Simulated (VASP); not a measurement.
# LiCl (I4/mmm) in VASP: further runs, part 2 of 2

VASP 6.6.1. The steps go on from the part before.

## (3) Single point, PBE (strain +0.000 along x and y, -0.050 along z)

Input file INCAR:

```
PREC     = Accurate       # precision mode
ENCUT    = 520            # plane-wave cutoff, eV
EDIFF    = 1E-6           # SCF threshold, eV
ISMEAR   = 0              # smearing method
SIGMA    = 0.05           # smearing width, eV
LREAL    = False          # projectors in reciprocal space
LASPH    = True           # aspherical terms in the spheres
NELM     = 80             # most SCF steps
ALGO     = Normal         # electronic algorithm
ISIF     = 2              # what is computed and relaxed
LWAVE    = False          # write WAVECAR
LCHARG   = False          # write CHGCAR
GGA      = PE             # functional
NBANDS   = 12             # bands
```

Input file KPOINTS:

```
regular mesh
0
Gamma
  8 8 8
```

Input file POSCAR:

```
LiCl
1.0
    0.0000000000      2.5647600000      2.4365220000
    2.5647600000      0.0000000000      2.4365220000
    2.5647600000      2.5647600000      0.0000000000
Li Cl
1 1
Direct
    0.0000000000      0.0000000000      0.0000000000
    0.5000000000      0.5000000000      0.5000000000
```

Potentials or basis: VASP PAW PBE potentials, release 64 (Li_sv, Cl).

Command:

```bash
$ cat potpaw_PBE.64/Li_sv/POTCAR potpaw_PBE.64/Cl/POTCAR > POTCAR
$ mpirun -np 1 vasp_std > vasp.out
```

It took 30 s on 1 thread of Intel Xeon Platinum 8259CL at 2.50GHz (Skylake/Cascade Lake), shared host; peak memory 0.16 GiB.

The run converged. Its results:

| Property | Result |
| --- | --- |
| Free energy | -7.3637 eV |
| Band gap on the k mesh | 6.59 eV |

Levels at points of the mesh, in eV from the valence-band top:
| k point | band 1 | band 2 | band 3 | band 4 | band 5 | band 6 | band 7 | band 8 | band 9 | band 10 |
| --- | --- | --- | --- | --- | --- | --- | --- | --- | --- | --- |
| (0.00, 0.00, 0.00) | -43.48 | -13.64 | -0.17 | 0.00 | 0.00 | 6.59 | 11.79 | 11.79 | 12.25 | 14.31 |
| (0.50, 0.00, 0.00) | -43.48 | -13.00 | -3.07 | -0.40 | -0.26 | 6.75 | 9.26 | 9.72 | 13.46 | 17.03 |
| (0.50, 0.50, 0.00) | -43.48 | -12.65 | -3.18 | -1.37 | -1.37 | 7.90 | 8.00 | 13.36 | 14.23 | 14.23 |
| (0.50, 0.00, 0.50) | -43.48 | -12.75 | -3.19 | -1.38 | -1.01 | 8.01 | 8.26 | 12.59 | 14.06 | 15.21 |

Caveat: the cell differs from its parent crystal (strain +0.000 along x and y, -0.050 along z); the cutoff is under 1.25 times the usual one of these potentials, so pressure, stress and relaxed cells hold a basis-set (Pulay) error. A k mesh can miss the band edges.

## (4) Single point, PBE (strain -0.050 along x and y, +0.025 along z)

Input file INCAR:

```
SYSTEM = LiCl
ALGO = Normal
EDIFF = 1E-6
ENCUT = 520
GGA = PE
ISIF = 2
ISMEAR = 0
LASPH = .TRUE.
LCHARG = .FALSE.
LREAL = .FALSE.
LWAVE = .FALSE.
NBANDS = 12
NELM = 80
PREC = Accurate
SIGMA = 0.05
```

Input file KPOINTS:

```
k-points
0
G
  8 8 8
  0 0 0
```

Input file POSCAR:

```
LiCl
1.0
    0.0000000000      2.4365220000      2.6288790000
    2.4365220000      0.0000000000      2.6288790000
    2.4365220000      2.4365220000      0.0000000000
Li Cl
1 1
Direct
    0.0000000000      0.0000000000      0.0000000000
    0.5000000000      0.5000000000      0.5000000000
```

Potentials or basis: VASP PAW PBE potentials, release 64 (Li_sv, Cl).

Command:

```bash
$ cat potpaw_PBE.64/Li_sv/POTCAR potpaw_PBE.64/Cl/POTCAR > POTCAR
$ mpirun -np 1 vasp_std > vasp.out
```

OUTCAR:

```text
SYSTEM = LiCl
   EDIFF = 1E-6
   ENCUT = 520
   GGA = PE
   ISIF = 2
   ISMEAR = 0
   LASPH = .TRUE.
   LREAL = .FALSE.
   NELM = 80
   PREC = Accurate

 ion  position               nearest neighbor table
   1  0.000  0.000  0.000-   2 2.44   2 2.44   2 2.44   2 2.44   2 2.63   2 2.63
   2  0.500  0.500  0.500-   1 2.44   1 2.44   1 2.44   1 2.44   1 2.63   1 2.63

  LATTYP: Found a body centered tetragonal cell.
 ALAT       =     3.4457624574
 C/A-ratio  =     1.5258620015

  Lattice vectors:

 A1 = (  -2.4365220000,   0.0000000000,   2.6288790000)
 A2 = (   2.4365220000,   0.0000000000,   2.6288790000)
 A3 = (   0.0000000000,   2.4365220000,  -2.6288790000)

Analysis of symmetry for initial positions (statically):
=====================================================================
 Subroutine PRICEL returns:
 Original cell was already a primitive cell.

 Routine SETGRP: Setting up the symmetry group for a
 body centered tetragonal supercell.

 Subroutine GETGRP returns: Found 16 space group operations
 (whereof 16 operations were pure point group operations)
 out of a pool of 16 trial point group operations.

[... 176 lines left out ...]
      4       1.1187      2.00000
      5       1.2865      2.00000
      6       7.9914      0.00000
      7      12.7520      0.00000
      8      13.4593      0.00000
      9      13.4593      0.00000
     10      15.2149      0.00000
     11      15.3972      0.00000
     12      16.6443      0.00000
[... 331 lines left out ...]
 k-point    24 :       0.3750   -0.0000    0.1250
  band No.  band energies     occupation
      1     -42.1923      2.00000
      2     -11.9408      2.00000
      3      -1.2921      2.00000
      4       0.6494      2.00000
      5       0.7078      2.00000
      6       9.0098      0.00000
      7      10.9583      0.00000
      8      11.8195      0.00000
      9      12.6296      0.00000
     10      15.7061      0.00000
     11      17.9640      0.00000
     12      18.9631      0.00000

 [... further k-points ...]

------------------------ aborting loop because EDIFF is reached ----------------------------------------

  FORCE on cell =-STRESS in cart. coord.  units (eV):
  Direction    XX          YY          ZZ          XY          YZ          ZX
  --------------------------------------------------------------------------------------
  -------------------------------------------------------------------------------------
  Total        0.9846886      0.9846886      0.2554010      0.0000000      0.0000000      0.0000000
  in kB       50.5438405     50.5438405     13.1096742      0.0000000      0.0000000      0.0000000
  external PRESSURE =      38.0657851 kB  Pullay stress =       0.0000000 kB

 VOLUME and BASIS-vectors are now :
 -----------------------------------------------------------------------------
  energy-cutoff  :      520.00
  volume of cell :       31.21
      direct lattice vectors                 reciprocal lattice vectors
     0.000000000  2.436522000  2.628879000    -0.205210542  0.205210542  0.190195136
     2.436522000  0.000000000  2.628879000     0.205210542 -0.205210542  0.190195136
     2.436522000  2.436522000  0.000000000     0.205210542  0.205210542 -0.190195136

 POSITION                                       TOTAL-FORCE (eV/Angst)
 -----------------------------------------------------------------------------------
      0.00000      0.00000      0.00000        -0.000000     -0.000000     -0.000000
      2.43652      2.43652      2.62888         0.000000      0.000000      0.000000
 -----------------------------------------------------------------------------------
    total drift:                                0.000000      0.000000      0.000000

  FREE ENERGIE OF THE ION-ELECTRON SYSTEM (eV)
  ---------------------------------------------------
  free  energy   TOTEN  =        -7.3381963065 eV

  energy  without entropy=       -7.3381963065  energy(sigma->0) =       -7.33819631
```

stdout:

```text
POSCAR found type information on POSCAR LiCl
 POSCAR found :  2 types and       2 ions
 scaLAPACK will be used
 LDA part: xc-table for (Slater+PW92), standard interpolation
 POSCAR, INCAR and KPOINTS ok, starting setup
 FFT: planning ... GRIDC
 FFT: planning ... GRID_SOFT
 FFT: planning ... GRID
 WAVECAR not read
 entering main loop
```

Run time: 37 s. Hardware: 1 thread of Intel Xeon Platinum 8259CL at 2.50GHz (Skylake/Cascade Lake), shared host; peak memory 0.16 GiB.

Results:

```yaml
Free_energy: -7.3382 eV
Band_gap_on_the_k_mesh: 6.70 eV
```

Caveat: the cell differs from its parent crystal (strain -0.050 along x and y, +0.025 along z); the cutoff is under 1.25 times the usual one of these potentials, so pressure, stress and relaxed cells hold a basis-set (Pulay) error. A k mesh can miss the band edges.

## (5) The runs side by side

| cell | gap on the mesh (eV) |
| --- | --- |
| a = 3.632, b = 3.632, c = 3.446 Å, angles 61.7, 61.7, 56.6°, 2 atoms | 6.54 |
| a = 3.538, b = 3.538, c = 3.627 Å, angles 59.2, 59.2, 61.7°, 2 atoms | 6.59 |
| a = 3.584, b = 3.584, c = 3.446 Å, angles 61.3, 61.3, 57.5°, 2 atoms | 6.70 |

Alike in all rows: task single point; level PBE; potentials or basis VASP PAW PBE potentials, release 64 (Li_sv, Cl); no spin polarisation; k mesh 8 × 8 × 8; cutoff (eV) 520; smearing gaussian 0.05 eV.

Caveats: the cutoff is under 1.25 times the usual one of these potentials, so pressure, stress and relaxed cells hold a basis-set (Pulay) error.

Total energies depend on the potentials used, so only differences within one code and one set of settings carry meaning.
